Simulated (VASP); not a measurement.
# Al (P6_3/mmc) in VASP: a series of runs, part 2 of 2

VASP 6.6.1. The steps go on from the part before.

## 3. Single point, LDA

This run uses another cell than the first one, of 14.85 Å³/atom, 0.998 times its volume.

Input file INCAR:

```
SYSTEM = Al
ALGO = Normal
EDIFF = 1E-6
ENCUT = 520
GGA = CA
ISIF = 2
ISMEAR = 0
LASPH = .True.
LCHARG = .False.
LREAL = .False.
LWAVE = .False.
NBANDS = 10
NELM = 100
PREC = Accurate
SIGMA = 0.15
```

Input file KPOINTS:

```
k-points
0
Gamma
  18 18 10
  0 0 0
```

Input file POSCAR:

```
Al
1.0
    2.7394000000      0.0000000000      0.0000000000
   -1.3697000000      2.3723899911      0.0000000000
    0.0000000000      0.0000000000      4.5691000000
Al
2
Direct
    0.6666666667      0.3333333333      0.7500000000
    0.3333333333      0.6666666667      0.2500000000
```

Potentials or basis: VASP PAW LDA potentials, release 64 (Al).

Launch:

```bash
cat potpaw_LDA.64/Al/POTCAR > POTCAR
mpirun -np 1 vasp_std > vasp.out
```

Wall time 16 s (1 thread of Intel Xeon 6975P-C (Granite Rapids), shared host); peak memory 0.16 GiB.

It converged, with:

```yaml
Free_energy: -8.2713 eV
Pressure: 6.8 GPa
Band_gap_on_the_k_mesh: zero (band 3 reaches 13.08 eV, above the bottom of band 4 at 5.63 eV)
```

Stress tensor (GPa, compression positive):
```
6.95 0.00 0.00
0.00 6.95 0.00
0.00 0.00 6.54
```

Levels at points of the mesh, in eV from the Fermi level:
| k point | band 1 | band 2 | band 3 | band 4 | band 5 | band 6 | band 7 | band 8 |
| --- | --- | --- | --- | --- | --- | --- | --- | --- |
| (0.00, 0.00, 0.00) | -11.85 | -5.09 | -4.81 | 11.72 | 11.72 | 11.81 | 11.81 | 12.32 |
| (0.50, 0.00, 0.00) | -5.50 | -5.45 | 0.60 | 1.11 | 1.37 | 1.84 | 6.32 | 8.18 |
| (0.00, 0.00, 0.50) | -10.09 | -10.09 | 3.23 | 3.23 | 12.68 | 12.68 | 12.68 | 12.68 |
| (0.50, 0.00, 0.50) | -4.19 | -4.19 | -3.30 | -3.30 | 7.79 | 7.79 | 7.79 | 7.79 |

## 4. Single point, LDA

This run uses another cell than the first one, of 18.71 Å³/atom, 1.257 times its volume.

Input file INCAR:

```
ALGO = Normal
EDIFF = 1E-6
ENCUT = 520
ISIF = 2
ISMEAR = 0
LASPH = T
LCHARG = F
LREAL = F
LWAVE = F
NBANDS = 10
NELM = 80
PREC = Accurate
SIGMA = 0.15
```

Input file KPOINTS:

```
k-points
0
Gamma
  18 18 10
```

Input file POSCAR:

```
Al
1.0
    2.9496000000      0.0000000000      0.0000000000
   -1.4748000000      2.5544285310      0.0000000000
    0.0000000000      0.0000000000      4.9674000000
Al
2
Direct
    0.6666666667      0.3333333333      0.7500000000
    0.3333333333      0.6666666667      0.2500000000
```

Launch:

```bash
cat potpaw_LDA.64/Al/POTCAR > POTCAR
mpirun -np 1 vasp_std > vasp.out
```

Run time: 23 s. Hardware: 1 thread of Intel Xeon 6975P-C, shared host; peak memory 0.18 GiB.

The run converged. Its results:

```yaml
Free_energy: -8.1390 eV
Pressure: -8.8 GPa
Band_gap_on_the_k_mesh: zero (band 3 reaches 10.17 eV, above the bottom of band 4 at 3.52 eV)
```

Stress tensor (GPa, compression positive):
```
-8.93  0.00  0.00
 0.00 -8.93  0.00
 0.00  0.00 -8.63
```

Levels at points of the mesh, in eV from the Fermi level:
| k point | band 1 | band 2 | band 3 | band 4 | band 5 | band 6 | band 7 |
| --- | --- | --- | --- | --- | --- | --- | --- |
| (0.00, 0.00, 0.00) | -10.24 | -4.57 | -4.16 | 9.91 | 9.91 | 10.61 | 10.61 |
| (0.50, 0.00, 0.00) | -4.84 | -4.52 | 0.67 | 0.67 | 1.15 | 1.69 | 5.35 |
| (0.00, 0.00, 0.50) | -8.75 | -8.75 | 2.68 | 2.68 | 11.14 | 11.14 | 11.14 |
| (0.50, 0.00, 0.50) | -3.47 | -3.47 | -2.99 | -2.99 | 6.64 | 6.64 | 7.23 |

## 5. Single point, LDA

This run uses another cell than the first one, of 18.98 Å³/atom, 1.275 times its volume.

Input file INCAR:

```
PREC     = Accurate       # precision mode
ENCUT    = 520            # plane-wave cutoff, eV
EDIFF    = 1E-6           # SCF threshold, eV
ISMEAR   = 0              # smearing method
SIGMA    = 0.15           # smearing width, eV
LREAL    = False          # projectors in reciprocal space
LASPH    = True           # aspherical terms in the spheres
NELM     = 80             # most SCF steps
ALGO     = Normal         # electronic algorithm
ISIF     = 2              # what is computed and relaxed
LWAVE    = False          # write WAVECAR
LCHARG   = False          # write CHGCAR
NBANDS   = 10             # bands
```

Input file KPOINTS:

```
Automatic mesh
0
Gamma
  18 18 10
```

Input file POSCAR:

```
Al
1.0
    2.9986000000      0.0000000000      0.0000000000
   -1.4993000000      2.5968637758      0.0000000000
    0.0000000000      0.0000000000      4.8737000000
Al
2
Direct
    0.6666666667      0.3333333333      0.7500000000
    0.3333333333      0.6666666667      0.2500000000
```

Launch:

```bash
cat potpaw_LDA.64/Al/POTCAR > POTCAR
mpirun -np 1 vasp_std > vasp.out
```

Wall time 22 s (1 thread of Intel Xeon 6975P-C, shared host); peak memory 0.18 GiB.

Results (log left out):

```
Free energy            : -8.1087 eV
Pressure               : -9.3 GPa
Band gap on the k mesh : zero (band 3 reaches 10.29 eV, above the bottom of band 4 at 3.37 eV)
```

Stress tensor (GPa, compression positive):
```
-9.36  0.00  0.00
 0.00 -9.36  0.00
 0.00  0.00 -9.23
```

Levels at points of the mesh, in eV from the Fermi level:
| k point | band 1 | band 2 | band 3 | band 4 | band 5 | band 6 |
| --- | --- | --- | --- | --- | --- | --- |
| (0.00, 0.00, 0.00) | -10.15 | -4.15 | -3.95 | 9.27 | 9.27 | 10.11 |
| (0.50, 0.00, 0.00) | -4.97 | -4.56 | 0.66 | 0.94 | 1.35 | 1.74 |
| (0.00, 0.00, 0.50) | -8.60 | -8.60 | 3.25 | 3.25 | 10.54 | 10.54 |
| (0.50, 0.00, 0.50) | -3.50 | -3.50 | -3.02 | -3.02 | 6.25 | 6.25 |

## 6. Single point, LDA

This run uses another cell than the first one, of 19.07 Å³/atom, 1.281 times its volume.

Input file INCAR:

```
SYSTEM = Al
ALGO     = Fast           ! electronic algorithm
EDIFF    = 1E-6           ! SCF threshold, eV
ENCUT    = 520            ! plane-wave cutoff, eV
ISIF     = 2              ! what is computed and relaxed
ISMEAR   = 0              ! smearing method
LASPH    = .True.         ! aspherical terms in the spheres
LCHARG   = .False.        ! write CHGCAR
LREAL    = .False.        ! projectors in reciprocal space
LWAVE    = .False.        ! write WAVECAR
NBANDS   = 10             ! bands
NELM     = 80             ! most SCF steps
PREC     = Accurate       ! precision mode
SIGMA    = 0.15           ! smearing width, eV
```

Input file KPOINTS:

```
k-points
0
Gamma
  18 18 10
  0 0 0
```

Input file POSCAR:

```
Al
1.0
    2.9496000000      0.0000000000      0.0000000000
   -1.4748000000      2.5544285310      0.0000000000
    0.0000000000      0.0000000000      5.0611000000
Al
2
Direct
    0.6666666667      0.3333333333      0.7500000000
    0.3333333333      0.6666666667      0.2500000000
```

Potentials or basis: VASP PAW LDA potentials, release 64 (Al).

Launch:

```bash
cat potpaw_LDA.64/Al/POTCAR > POTCAR
mpirun -np 1 vasp_std > vasp.out
```

OUTCAR:

```text
SYSTEM = Al
   EDIFF = 1E-6
   ENCUT = 520
   ISIF = 2
   ISMEAR = 0
   LASPH = .True.
   LREAL = .False.
   NELM = 80
   PREC = Accurate

 ion  position               nearest neighbor table
   1  0.667  0.333  0.750-   2 3.05   2 3.05   2 3.05   2 3.05   2 3.05   2 3.05
   2  0.333  0.667  0.250-   1 3.05   1 3.05   1 3.05   1 3.05   1 3.05   1 3.05

  LATTYP: Found a hexagonal cell.
 ALAT       =     2.9496000000
 C/A-ratio  =     1.7158597776

  Lattice vectors:

 A1 = (   2.9496000000,   0.0000000000,   0.0000000000)
 A2 = (  -1.4748000000,   2.5544285310,   0.0000000000)
 A3 = (   0.0000000000,   0.0000000000,   5.0611000000)

Analysis of symmetry for initial positions (statically):
=====================================================================
 Subroutine PRICEL returns:
 Original cell was already a primitive cell.

 Routine SETGRP: Setting up the symmetry group for a
 hexagonal supercell.

 Subroutine GETGRP returns: Found 24 space group operations
 (whereof 12 operations were pure point group operations)
 out of a pool of 24 trial point group operations.

The static configuration has the point symmetry D_3d.
[... 175 lines left out ...]
      2       1.5956      2.00000
      3       2.1840      2.00000
      4      16.3847      0.00000
      5      16.3847      0.00000
      6      17.0662      0.00000
      7      17.0662      0.00000
      8      17.0688      0.00000
      9      17.4073      0.00000
     10      19.5774      0.00000
[... 287 lines left out ...]
 k-point    24 :       0.3889    0.1111    0.0000
  band No.  band energies     occupation
      1       0.8286      2.00000
      2       3.2602      2.00000
      3       6.1340      1.94329
      4       6.5058      0.10954
      5       8.4108      0.00000
      6       9.0639      0.00000
      7       9.3732      0.00000
      8      14.1202      0.00000
      9      15.0474      0.00000
     10      16.2503      0.00000

 [... further k-points ...]

------------------------ aborting loop because EDIFF is reached ----------------------------------------

  FORCE on cell =-STRESS in cart. coord.  units (eV):
  Direction    XX          YY          ZZ          XY          YZ          ZX
  --------------------------------------------------------------------------------------
  -------------------------------------------------------------------------------------
  Total       -2.2570056     -2.2570056     -2.2018589      0.0000000     -0.0000000      0.0000000
  in kB      -94.8290529    -94.8290529    -92.5120441      0.0000000     -0.0000000      0.0000000
  external PRESSURE =     -94.0567166 kB  Pullay stress =       0.0000000 kB

 VOLUME and BASIS-vectors are now :
 -----------------------------------------------------------------------------
  energy-cutoff  :      520.00
  volume of cell :       38.13
      direct lattice vectors                 reciprocal lattice vectors
     2.949600000  0.000000000  0.000000000     0.339029021  0.195738496  0.000000000
    -1.474800000  2.554428531  0.000000000     0.000000000  0.391476993  0.000000000
     0.000000000  0.000000000  5.061100000     0.000000000  0.000000000  0.197585505

 POSITION                                       TOTAL-FORCE (eV/Angst)
 -----------------------------------------------------------------------------------
      1.47480      0.85148      3.79582        -0.000000      0.000000      0.000000
     -0.00000      1.70295      1.26527         0.000000     -0.000000      0.000000
 -----------------------------------------------------------------------------------
    total drift:                                0.000000     -0.000000     -0.000000

  FREE ENERGIE OF THE ION-ELECTRON SYSTEM (eV)
  ---------------------------------------------------
  free  energy   TOTEN  =        -8.0997886474 eV

  energy  without entropy=       -8.0889508056  energy(sigma->0) =       -8.09436973
```

It took 29 s on 1 thread of Intel Xeon 6975P-C, shared host; peak memory 0.18 GiB.

What came out:

| Quantity | Value |
| --- | --- |
| Free energy | -8.0998 eV |
| Pressure | -9.4 GPa |
| Band gap on the k mesh | zero (band 3 reaches 9.86 eV, above the bottom of band 4 at 3.40 eV) |

## 7. The runs side by side

| cell | gap on the mesh (eV) | pressure (GPa) |
| --- | --- | --- |
| a = 2.760, b = 2.760, c = 4.511 Å, angles 90.0, 90.0, 120.0°, 2 atoms | none | 6.5 |
| a = 2.739, b = 2.739, c = 4.569 Å, angles 90.0, 90.0, 120.0°, 2 atoms | none | 6.8 |
| a = 2.950, b = 2.950, c = 4.967 Å, angles 90.0, 90.0, 120.0°, 2 atoms | none | -8.8 |
| a = 2.999, b = 2.999, c = 4.874 Å, angles 90.0, 90.0, 120.0°, 2 atoms | none | -9.3 |
| a = 2.950, b = 2.950, c = 5.061 Å, angles 90.0, 90.0, 120.0°, 2 atoms | none | -9.4 |

Alike in all rows: task single point; level LDA; potentials or basis VASP PAW LDA potentials, release 64 (Al); no spin polarisation; k mesh 18 × 18 × 10; cutoff (eV) 520; smearing gaussian 0.15 eV.

Absolute energies hang on the potentials; compare differences alone.
